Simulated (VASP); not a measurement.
# Al4Co3Ni: single point with PBE

Al4Co3Ni:

```
Al Ni Co
1.0
    -2.89381    2.89381    2.89381
     2.89381   -2.89381    2.89381
     2.89381    2.89381   -2.89381
Al Ni Co
4 1 3
Cartesian
  1.4469 -1.4469 1.4469
  -1.4469 1.4469 1.4469
  1.4469 1.4469 1.4469
  1.4469 1.4469 -1.4469
  0.0000 0.0000 0.0000
  0.0000 2.8938 0.0000
  2.8938 0.0000 0.0000
  0.0000 0.0000 2.8938
```

```
Program                : VASP 6.6.1
Task                   : single point
Functional             : PBE
Potentials or basis    : VASP PAW PBE potentials, release 64 (Al, Ni, Co)
Cutoff                 : 520 eV
k mesh                 : 10 × 10 × 10
Occupations            : gaussian, width 0.1 eV
Spin                   : collinear spin, ferromagnetic start
Starting moments       : [0.0, 0.0, 0.0, 0.0, 0.12, 0.35, 0.35, 0.35] μB
Dipole correction      : no
Further INCAR settings : ALGO = Normal; EDIFF = 1e-06; NBANDS = 38
```

| Quantity | Value |
| --- | --- |
| Pressure | -4.7 GPa |
| Net moment | 1.06 μB per cell |
| Site moments | Al -0.00; Ni +0.11; Co +0.35 μB |
| Valence electrons inside the program's atomic spheres | Al 0.80; Ni 9.43; Co 8.37 |

Levels at points of the mesh, in eV from the Fermi level:
Spin up:
```csv
k point,band 22,band 23,band 24,band 25,band 26,band 27,band 28,band 29
"(0.00, 0.00, 0.00)",-0.95,-0.95,-0.95,-0.70,-0.70,-0.50,1.92,2.06
"(0.50, 0.00, 0.00)",-1.13,-0.76,-0.68,-0.27,0.03,1.31,1.46,2.92
"(0.50, 0.50, 0.50)",-0.67,-0.67,-0.23,-0.23,-0.04,2.33,2.33,2.33
```
Spin down:
```csv
k point,band 21,band 22,band 23,band 24,band 25,band 26,band 27,band 28
"(0.00, 0.00, 0.00)",-1.23,-0.74,-0.74,-0.74,-0.26,-0.26,0.19,2.18
"(0.50, 0.00, 0.00)",-1.04,-0.92,-0.61,-0.54,0.08,0.57,1.52,1.73
"(0.50, 0.50, 0.50)",-0.67,-0.27,-0.27,0.39,0.39,0.45,2.32,2.32
```

It took 5.5 min on 1 thread of Intel(R) Xeon(R) Platinum 8488C (Sapphire Rapids), with other jobs on the host, peak memory 0.46 GiB.

Caveat: the cell stands under tension.
